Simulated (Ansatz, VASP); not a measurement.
## Two plane-wave programs on Ti

```xyz
1
Lattice="-1.6410 1.6410 1.6410 1.6410 -1.6410 1.6410 1.6410 1.6410 -1.6410" Properties=species:S:1:pos:R:3 pbc="T T T"
Ti    0.0000    0.0000    0.0000
```

Alike in both runs: task single point; functional LDA; k mesh 12 × 12 × 12; no spin polarisation.

|  | VASP | Ansatz |
| --- | --- | --- |
| version | VASP 6.6.1 | Ansatz 0.2.0 |
| potentials or method | VASP PAW LDA potentials, release 64 (Ti_sv) | plane waves, PAW |
| plane-wave cutoff (eV) | 520 | 420 |
| occupations | methfessel-paxton of order 1, width 0.1 eV | methfessel-paxton of order 1 |
| valence electrons in the cell | 12 | 12 |

```tsv
	VASP	Ansatz	Ansatz less VASP
pressure (GPa)	-11.2	-11.2	+0.02
```

LDA's correlation is that of Perdew and Zunger in VASP and of Perdew and Wang (1992) in Ansatz.
